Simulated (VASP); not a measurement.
Wanted: the native input for a VASP 6.6.1 run.

```yaml
Task: single point
Functional: r2SCAN
Potentials_or_basis: VASP PAW PBE potentials, release 64 (Si, C)
Cutoff: 520 eV
k_mesh: 8 × 8 × 3
Occupations: gaussian, width 0.05 eV
Spin: no spin polarisation
Dipole_correction: no
Further_INCAR_settings: ALGO = Normal; EDIFF = 1e-06; NBANDS = 26
```

The system is SiC.

```
CELL_PARAMETERS angstrom
-1.53878 -2.66524 0.00000
1.53878 -2.66524 0.00000
0.00000 -4.88646 10.07677
ATOMIC_POSITIONS crystal
Si 0.78878 0.78878 0.59404
Si 0.58046 0.58046 0.09404
Si 0.68457 0.68457 0.34409
Si 0.22622 0.22622 0.84409
C 0.96115 0.96115 0.40600
C 0.83613 0.83613 0.90600
C 0.85639 0.85639 0.15666
C 0.39804 0.39804 0.65666
```

These files were run (other wordings do the same):

POSCAR

```
SiC
1.0
   -1.5387796673     -2.6652445653      0.0000000000
    1.5387796672     -2.6652445654      0.0000000000
   -0.0000000001     -4.8864593861     10.0767691650
Si C
4 4
Direct
   -0.2112209523     -0.2112209523      0.5940376193
    0.5804623811      0.5804623811      0.0940376193
   -0.3154302198     -0.3154302198      0.3440931819
   -0.7737802198     -0.7737802198      0.8440931819
   -0.0388505373     -0.0388505373      0.4060040042
   -0.1638672040     -0.1638672040      0.9060040042
    0.8563859329     -0.1436140671      0.1566641945
    0.3980359329     -0.6019640671      0.6566641945
```

INCAR.step1

```
ALGO     = Normal         # electronic algorithm
EDIFF    = 1E-4           # SCF threshold, eV
ENCUT    = 520            # plane-wave cutoff, eV
GGA      = PE             # functional
ISMEAR   = 0              # smearing method
LASPH    = T              # aspherical terms in the spheres
LCHARG   = F              # write CHGCAR
LREAL    = F              # projectors in reciprocal space
LWAVE    = T              # write WAVECAR
NBANDS   = 26             # bands
NELM     = 60             # most SCF steps
PREC     = Accurate       # precision mode
SIGMA    = 0.05           # smearing width, eV
```

INCAR.step2

```
ALGO     = Normal         # electronic algorithm
EDIFF    = 1E-6           # SCF threshold, eV
ENCUT    = 520            # plane-wave cutoff, eV
ISIF     = 2              # what is computed and relaxed
ISMEAR   = 0              # smearing method
ISTART   = 1            
LASPH    = T              # aspherical terms in the spheres
LCHARG   = T              # write CHGCAR
LELF     = T              # ELF
LMIXTAU  = T            
LREAL    = F              # projectors in reciprocal space
LVHAR    = T            
LWAVE    = F              # write WAVECAR
METAGGA  = R2SCAN         # meta-GGA
NBANDS   = 26             # bands
NELM     = 60             # most SCF steps
PREC     = Accurate       # precision mode
SIGMA    = 0.05           # smearing width, eV
```

KPOINTS

```
k-points
0
Gamma
  8 8 3
```

Potentials or basis: VASP PAW PBE potentials, release 64 (Si, C).

The run is started by

```console
$ cat potpaw_PBE.64/Si/POTCAR potpaw_PBE.64/C/POTCAR > POTCAR
$ cp INCAR.step1 INCAR
$ mpirun -np 1 vasp_std > vasp.out
$ cp INCAR.step2 INCAR
$ mpirun -np 1 vasp_std > vasp.out
```

Results of the run:

```
Pressure               : -0.5 GPa
Largest force          : 1.345 eV/Å
Band gap on the k mesh : 2.24 eV (least direct gap 3.66 eV)
```

Caveat: the PAW data sets were made with another functional, which shifts forces and pressure a little; an odd mesh through Γ misses points on the zone boundary, where band edges can lie.

It took 4.8 min on 1 thread of Intel Xeon 8259CL, on a shared host, peak memory 0.27 GiB.
